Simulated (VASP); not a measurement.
# BN (I-4m2) in VASP: notebook

BN is run at these levels: LDA; tasks: single point.

All numbers are computed with VASP 6.6.1; they aren't measurements. Logs are shortened: lines on timing, memory, paths and dates and some standing lists are left out, and cuts for length are marked.

**1. The cell of the first run**

Symmetry: I-4m2, No. 119, tetragonal system. The conventional cell has a = 2.636 Å, b = 2.636 Å, c = 3.430 Å, α = 90.00°, β = 90.00°, γ = 90.00°. Within 2.1 Å of B (site symmetry -4m2) lie 4 N at 1.57 Å. Within 2.1 Å of N (site symmetry -4m2) lie 4 B at 1.57 Å.

**2. Single point, LDA**

File INCAR:

```
PREC = Accurate
ENCUT = 520
EDIFF = 1E-6
ISMEAR = 0
SIGMA = 0.05
LREAL = False
LASPH = True
NELM = 100
ALGO = Normal
ISIF = 2
LWAVE = False
LCHARG = True
GGA = CA
LELF = True
LVHAR = True
NBANDS = 11
```

File KPOINTS:

```
Automatic mesh
0
Gamma
  12 12 12
```

File POSCAR:

```
BN
1.0
    0.0000000000      1.8640981174      1.7149702680
    1.8640981174      0.0000000000      1.7149702680
    1.8640981174      1.8640981174      0.0000000000
B N
1 1
Direct
    0.0000000000      0.0000000000      0.0000000000
    0.7500000000      0.7500000000      0.7500000000
```

Potentials or basis: VASP PAW LDA potentials, release 64 (B, N).

On the command line:

```console
$ cat potpaw_LDA.64/B/POTCAR potpaw_LDA.64/N/POTCAR > POTCAR
$ mpirun -np 1 vasp_std > vasp.out
```

OUTCAR:

```text
PREC = Accurate
   ENCUT = 520
   EDIFF = 1E-6
   ISMEAR = 0
   LREAL = False
   LASPH = True
   NELM = 100
   ISIF = 2
   GGA = CA

 ion  position               nearest neighbor table
   1  0.000  0.000  0.000-   2 1.57   2 1.57   2 1.57   2 1.57
   2  0.750  0.750  0.750-   1 1.57   1 1.57   1 1.57   1 1.57

  LATTYP: Found a body centered tetragonal cell.
 ALAT       =     2.6362328392
 C/A-ratio  =     1.3010764774

  Lattice vectors:

 A1 = (   0.0000000000,  -1.8640981174,  -1.7149702680)
 A2 = (   0.0000000000,   1.8640981174,  -1.7149702680)
 A3 = (   1.8640981174,   0.0000000000,   1.7149702680)

Analysis of symmetry for initial positions (statically):
=====================================================================
 Subroutine PRICEL returns:
 Original cell was already a primitive cell.

 Routine SETGRP: Setting up the symmetry group for a
 body centered tetragonal supercell.

 Subroutine GETGRP returns: Found  8 space group operations
 (whereof  8 operations were pure point group operations)
 out of a pool of 16 trial point group operations.

The static configuration has the point symmetry D_2d.

Analysis of symmetry for dynamics (positions and initial velocities):
=====================================================================
 Subroutine PRICEL returns:
 Original cell was already a primitive cell.

 Routine SETGRP: Setting up the symmetry group for a
 body centered tetragonal supercell.

 Subroutine GETGRP returns: Found  8 space group operations
 (whereof  8 operations were pure point group operations)
 out of a pool of 16 trial point group operations.

The dynamic configuration has the point symmetry D_2d.

 Subroutine INISYM returns: Found  8 space group operations
 (whereof  8 operations are pure point group operations),
 and found     1 'primitive' translations

----------------------------------------------------------------------------------------

                                     Primitive cell

  volume of cell :      11.9186

  direct lattice vectors                    reciprocal lattice vectors
     0.000000000  1.864098117  1.714970268    -0.268226224  0.268226224  0.291550244
     1.864098117  0.000000000  1.714970268     0.268226224 -0.268226224  0.291550244
     1.864098117  1.864098117  0.000000000     0.268226224  0.268226224 -0.291550244

  length of vectors
     2.532979434  2.532979434  2.636232839     0.478426755  0.478426755  0.478426755

  position of ions in fractional coordinates (direct lattice)
     0.000000000  0.000000000  0.000000000
     0.750000000  0.750000000  0.750000000

  ion indices of the primitive-cell ions
   primitive index   ion index
                 1           1
                 2           2

----------------------------------------------------------------------------------------

 KPOINTS: Automatic mesh

Automatic generation of k-mesh.
 Grid dimensions read from file:
 generate k-points for:   12   12   12

 Generating k-lattice:

  Cartesian coordinates                     Fractional coordinates (reciprocal lattice)
    -0.022352185  0.022352185  0.024295854     0.083333333 -0.000000000  0.000000000
     0.022352185 -0.022352185  0.024295854    -0.000000000  0.083333333  0.000000000
     0.022352185  0.022352185 -0.024295854     0.000000000  0.000000000  0.083333333

  Length of vectors
     0.039868896  0.039868896  0.039868896

  Shift w.r.t. Gamma in fractional coordinates (k-lattice)
     0.000000000  0.000000000  0.000000000

 Subroutine IBZKPT returns following result:
 ===========================================

 Found    163 irreducible k-points:

 Following reciprocal coordinates:
            Coordinates               Weight
  0.000000  0.000000  0.000000      1.000000
  0.083333  0.000000  0.000000      8.000000
  0.166667  0.000000  0.000000      8.000000
  0.250000  0.000000  0.000000      8.000000
  0.333333  0.000000  0.000000      8.000000
  0.416667  0.000000  0.000000      8.000000
[... 16 lines left out ...]
  0.500000  0.166667  0.000000      8.000000
 -0.416667  0.166667  0.000000      8.000000
 [... further k-points ...]
   k-points           NKPTS =    163   k-points in BZ     NKDIM =    163   number of bands    NBANDS=     11
   number of dos      NEDOS =    301   number of ions     NIONS =      2
   total plane-waves  NPLWV =   8000
   dimension x,y,z NGX =    20 NGY =   20 NGZ =   20
   dimension x,y,z NGXF=    40 NGYF=   40 NGZF=   40
   ions per type =               1   1
   NGX,Y,Z   is equivalent  to a cutoff of  13.13, 13.13, 12.61 a.u.
   NGXF,Y,Z  is equivalent  to a cutoff of  26.25, 26.25, 25.22 a.u.
 SYSTEM =  unknown system
   PREC   = accura    normal or accurate (medium, high low for compatibility)
   ISTART =      0    job   : 0-new  1-cont  2-samecut
   ICHARG =      2    charge: 1-file 2-atom 10-const
   ISPIN  =      1    spin polarized calculation?
   LNONCOLLINEAR =      F non collinear calculations
   LSORBIT =      F    spin-orbit coupling
   LASPH  =      T    aspherical Exc in radial PAW
   ENCUT  =  520.0 eV  38.22 Ry    6.18 a.u.   4.71  4.71  4.90*2*pi/ulx,y,z
   NELM   =    100;   NELMIN=  2; NELMDL= -5     # of ELM steps
   EDIFF  = 0.1E-05   stopping-criterion for ELM
   LREAL  =      F    real-space projection
   EDIFFG = 0.1E-04   stopping-criterion for IOM
   NSW    =      0    number of steps for IOM
   IBRION =     -1    ionic relax: 0-MD 1-quasi-New 2-CG
   NFREE  =      0    steps in history (QN), initial steepest desc. (CG)
   ISIF   =      2    stress and relaxation
   ISYM   =      2    0-nonsym 1-usesym 2-fastsym
   POTIM  = 0.5000    time-step for ionic-motion
   TEBEG  =    0.0;   TEEND  =   0.0 temperature during run
   PSTRESS=    0.0 pullay stress
   NELECT =       8.0000    total number of electrons
   NUPDOWN=      -1.0000    fix difference up-down
   EMIN   =  10.00;   EMAX   =-10.00  energy-range for DOS
   EFERMI =   0.00;   METHOD = LEGACY
   ISMEAR =     0;   SIGMA  =   0.05  broadening in eV -4-tet -1-fermi 0-gaus
   EFERMI_NEDOS =   21; number of points for ismear=-14 and -15
   IALGO  =     38    algorithm
   IMIX   =      4    mixing-type and parameters
     AMIX     =   0.40;   BMIX     =  1.00
     AMIX_MAG =   1.60;   BMIX_MAG =  1.00
  volume/ion in A,a.u.               =       5.96        40.22
  Fermi-wavevector in a.u.,A,eV,Ry     =   1.433387  2.708709 27.954506  2.054598
  Thomas-Fermi vector in A             =   2.552911
   LORBIT       =      0    0 simple, 1 ext, 2 COOP (PROOUT), +10 PAW based schemes
   GGA     = CA    functional components
   LHFCALC =     F    Hartree Fock is set to
   AEXX    =    0.0000 exact exchange contribution
   IVDW    =     0    specifies the selected vdW correction
   LEPSILON=     F    determine dielectric tensor
   LRPA    =     F    only Hartree local field effects (RPA)
 non-spin polarized calculation
 Gauss-broadening in eV      SIGMA  =   0.05
  energy-cutoff  :      520.00
  volume of cell :       11.92
 maximum number of plane-waves:       338
   NGX =  9   NGY =  9   NGZ =  9

 number of electron       8.0000001 magnetization

 Free energy of the ion-electron system (eV)
  ---------------------------------------------------
  ext. energy  EPLUGINS =         0.00000000
  ---------------------------------------------------
  free energy    TOTEN  =       -19.29964683 eV

  energy without entropy =      -19.29964683  energy(sigma->0) =      -19.29964683

 E-fermi :   8.1301     XC(G=0): -13.0671

 val. band max:        7.7678247529   @ k =   0.0000   0.0000   0.0000
 cond. band min:      10.7370668094   @ k =   0.5000   0.5000   0.0000
 fundamental gap:      2.9692420565
 Fermi energy:         8.1300970253

 k-point     1 :       0.0000    0.0000    0.0000
  band No.  band energies     occupation
      1     -12.6766      2.00000
      2       7.0480      2.00000
      3       7.0480      2.00000
      4       7.7678      2.00000
      5      15.6012      0.00000
      6      16.1849      0.00000
      7      16.1849      0.00000
      8      17.5490      0.00000
      9      31.6586      0.00000
     10      32.8801      0.00000
     11      33.9545      0.00000

 k-point     2 :       0.0833    0.0000    0.0000
  band No.  band energies     occupation
      1     -12.5074      2.00000
      2       6.3115      2.00000
      3       6.8376      2.00000
      4       7.4674      2.00000
      5      15.7106      0.00000
      6      16.4326      0.00000
      7      16.5291      0.00000
      8      18.1022      0.00000
      9      31.1770      0.00000
     10      31.2842      0.00000
     11      32.8177      0.00000

 k-point     3 :       0.1667    0.0000    0.0000
  band No.  band energies     occupation
      1     -12.0058      2.00000
      2       4.3172      2.00000
      3       6.3252      2.00000
      4       7.0405      2.00000
      5      15.9599      0.00000
      6      16.9624      0.00000
      7      17.2238      0.00000
      8      19.3951      0.00000
      9      30.0358      0.00000
     10      30.3204      0.00000
     11      32.1334      0.00000

 k-point     4 :       0.2500    0.0000    0.0000
  band No.  band energies     occupation
      1     -11.1943      2.00000
      2       1.8934      2.00000
      3       5.7315      2.00000
      4       6.6106      2.00000
      5      16.1738      0.00000
      6      17.3662      0.00000
      7      18.0220      0.00000
      8      20.6920      0.00000
      9      29.7344      0.00000
     10      30.1067      0.00000
     11      31.8216      0.00000
[... 239 lines left out ...]
 k-point    22 :       0.4167    0.1667    0.0000
  band No.  band energies     occupation
      1      -9.0141      2.00000
      2      -1.0146      2.00000
      3       3.7626      2.00000
      4       4.8200      2.00000
      5      14.8684      0.00000
      6      19.6400      0.00000
      7      19.8698      0.00000
      8      20.3976      0.00000
      9      27.8825      0.00000
     10      33.7200      0.00000
     11      35.2534      0.00000

 k-point    23 :       0.5000    0.1667    0.0000
  band No.  band energies     occupation
      1      -8.0888      2.00000
      2      -2.4764      2.00000
      3       3.7872      2.00000
      4       4.3189      2.00000
      5      15.1227      0.00000
      6      19.3826      0.00000
      7      20.0028      0.00000
      8      21.5595      0.00000
      9      27.8185      0.00000
     10      33.5333      0.00000
     11      34.5522      0.00000

 k-point    24 :      -0.4167    0.1667    0.0000
  band No.  band energies     occupation
      1      -8.0827      2.00000
      2      -2.5029      2.00000
      3       3.9159      2.00000
      4       4.0779      2.00000
      5      15.4479      0.00000
      6      19.0735      0.00000
      7      19.8746      0.00000
      8      22.6779      0.00000
      9      27.4651      0.00000
     10      32.3003      0.00000
     11      33.3803      0.00000

 [... further k-points ...]

------------------------ aborting loop because EDIFF is reached ----------------------------------------

  FORCE on cell =-STRESS in cart. coord.  units (eV):
  Direction    XX          YY          ZZ          XY          YZ          ZX
  --------------------------------------------------------------------------------------
  -------------------------------------------------------------------------------------
  Total       -2.1210099     -2.1210099      1.2339136      0.0000000     -0.0000000      0.0000000
  in kB     -285.1209651   -285.1209651    165.8712797      0.0000000     -0.0000000      0.0000000
  external PRESSURE =    -134.7902168 kB  Pullay stress =       0.0000000 kB

 VOLUME and BASIS-vectors are now :
 -----------------------------------------------------------------------------
  energy-cutoff  :      520.00
  volume of cell :       11.92
      direct lattice vectors                 reciprocal lattice vectors
     0.000000000  1.864098117  1.714970268    -0.268226224  0.268226224  0.291550244
     1.864098117  0.000000000  1.714970268     0.268226224 -0.268226224  0.291550244
     1.864098117  1.864098117  0.000000000     0.268226224  0.268226224 -0.291550244

 POSITION                                       TOTAL-FORCE (eV/Angst)
 -----------------------------------------------------------------------------------
      0.00000      0.00000      0.00000         0.000000      0.000000      0.000000
      2.79615      2.79615      2.57246         0.000000      0.000000     -0.000000
 -----------------------------------------------------------------------------------
    total drift:                                0.000001      0.000001     -0.000002

  FREE ENERGIE OF THE ION-ELECTRON SYSTEM (eV)
  ---------------------------------------------------
  free  energy   TOTEN  =       -19.2996468287 eV

  energy  without entropy=      -19.2996468287  energy(sigma->0) =      -19.29964683
```

Wall time 21 s (1 thread of Intel Xeon 8259CL, shared host); peak memory 0.13 GiB.

Results:

```
Free energy            : -19.2996 eV
Pressure               : -13.5 GPa
Band gap on the k mesh : 2.97 eV, indirect (least direct gap 7.83 eV)
```

Stress tensor (GPa, compression positive):
```
-28.51   0.00   0.00
  0.00 -28.51   0.00
  0.00   0.00  16.59
```

**3. Single point, LDA**

This run uses another cell than the first one, of the same volume but with other edges.

File INCAR:

```
PREC     = Accurate       # precision mode
ENCUT    = 520            # plane-wave cutoff, eV
EDIFF    = 1E-7           # SCF threshold, eV
ISMEAR   = 0              # smearing method
SIGMA    = 0.05           # smearing width, eV
LREAL    = False          # projectors in reciprocal space
LASPH    = True           # aspherical terms in the spheres
NELM     = 60             # most SCF steps
ALGO     = Normal         # electronic algorithm
ISIF     = 2              # what is computed and relaxed
LWAVE    = False          # write WAVECAR
LCHARG   = False          # write CHGCAR
NBANDS   = 11             # bands
```

File KPOINTS:

```
regular mesh
0
Gamma
  12 12 12
```

File POSCAR:

```
BN
1.0
    0.0000000000      2.0929567700      1.3604219005
    2.0929567700      0.0000000000      1.3604219005
    2.0929567700      2.0929567700      0.0000000000
B N
1 1
Direct
    0.0000000000      0.0000000000      0.0000000000
    0.7500000000      0.7500000000      0.7500000000
```

Potentials or basis: VASP PAW LDA potentials, release 64 (B, N).

On the command line:

```console
$ cat potpaw_LDA.64/B/POTCAR potpaw_LDA.64/N/POTCAR > POTCAR
$ mpirun -np 1 vasp_std > vasp.out
```

It took 29 s on 1 thread of Intel Xeon 8259CL, shared host; peak memory 0.13 GiB.

It converged, with:

| Quantity | Value |
| --- | --- |
| Free energy | -17.4742 eV |
| Pressure | -19.1 GPa |
| Band gap on the k mesh | zero (band 4 reaches 9.51 eV, above the bottom of band 5 at 9.39 eV) |

Stress tensor (GPa, compression positive):
```
-70.87   0.00   0.00
  0.00 -70.87   0.00
  0.00   0.00  84.56
```

Levels at points of the mesh, in eV from the Fermi level:
```
           k point  band 1  band 2  band 3  band 4  band 5  band 6  band 7  band 8  band 9
(0.00, 0.00, 0.00)  -21.73   -2.73   -2.73    0.12    6.58    7.46    9.35    9.35   16.39
(0.50, 0.00, 0.00)  -16.77  -11.93   -5.64   -2.34    2.79    6.29   10.94   13.58   21.89
(0.50, 0.50, 0.00)  -13.45   -9.57   -9.57   -5.49    0.63    0.67   15.30   15.30   22.53
(0.50, 0.00, 0.50)  -17.36  -12.48   -3.45   -3.45    6.34   10.05   11.77   12.20   14.03
```

**4. Single point, LDA**

This run uses another cell than the first one, of the same volume but with other edges.

File INCAR:

```
SYSTEM = BN
PREC     = Accurate       ! precision mode
ENCUT    = 520            ! plane-wave cutoff, eV
EDIFF    = 1E-6           ! SCF threshold, eV
ISMEAR   = 0              ! smearing method
SIGMA    = 0.05           ! smearing width, eV
LREAL    = .FALSE.        ! projectors in reciprocal space
LASPH    = .TRUE.         ! aspherical terms in the spheres
NELM     = 80             ! most SCF steps
ALGO     = Normal         ! electronic algorithm
ISIF     = 2              ! what is computed and relaxed
LWAVE    = .FALSE.        ! write WAVECAR
LCHARG   = .FALSE.        ! write CHGCAR
GGA      = CA             ! functional
NBANDS   = 11             ! bands
```

File KPOINTS:

```
Automatic mesh
0
G
  12 12 12
  0 0 0
```

File POSCAR:

```
BN
1.0
    0.0000000000      1.5838022561      2.3757033842
    1.5838022561      0.0000000000      2.3757033842
    1.5838022561      1.5838022561      0.0000000000
B N
1 1
Direct
    0.0000000000      0.0000000000      0.0000000000
    0.7500000000      0.7500000000      0.7500000000
```

On the command line:

```console
$ cat potpaw_LDA.64/B/POTCAR potpaw_LDA.64/N/POTCAR > POTCAR
$ mpirun -np 1 vasp_std > vasp.out
```

Wall time 24 s (1 thread of Intel Xeon 8259CL, shared host); peak memory 0.13 GiB.

Results (log left out):

| Property | Result |
| --- | --- |
| Free energy | -16.0519 eV |
| Pressure | -5.6 GPa |
| Band gap on the k mesh | zero (band 4 reaches 10.33 eV, above the bottom of band 5 at 10.25 eV) |

Stress tensor (GPa, compression positive):
```
 115.95    0.00    0.00
   0.00  115.95    0.00
   0.00    0.00 -248.62
```

Levels at points of the mesh, in eV from the Fermi level:
```
           k point  band 1  band 2  band 3  band 4  band 5  band 6  band 7  band 8  band 9
(0.00, 0.00, 0.00)  -22.62   -6.95   -0.28   -0.28    3.16    6.31    6.31    9.02   15.85
(0.50, 0.00, 0.00)  -17.76  -12.96   -7.62   -0.37   -0.02    9.76   10.43   13.19   19.33
(0.50, 0.50, 0.00)  -19.56  -14.89   -2.98   -2.98    7.46   11.08   12.71   12.71   13.34
(0.50, 0.00, 0.50)  -14.73   -9.23   -8.20   -8.03   -0.03    4.32    8.45   11.81   15.54
```

**5. The runs side by side**

```tsv
cell	gap on the mesh (eV)	pressure (GPa)
a = 2.533, b = 2.533, c = 2.636 Å, angles 58.6, 58.6, 62.7°, 2 atoms	2.97	-13.5
a = 2.496, b = 2.496, c = 2.960 Å, angles 53.6, 53.6, 72.7°, 2 atoms	none	-19.1
a = 2.855, b = 2.855, c = 2.240 Å, angles 66.9, 66.9, 46.2°, 2 atoms	none	-5.6
```

Alike in all rows: task single point; level LDA; potentials or basis VASP PAW LDA potentials, release 64 (B, N); no spin polarisation; k mesh 12 × 12 × 12; cutoff (eV) 520; smearing gaussian 0.05 eV.

Total energies depend on the potentials used, so only differences within one code and one set of settings carry meaning.
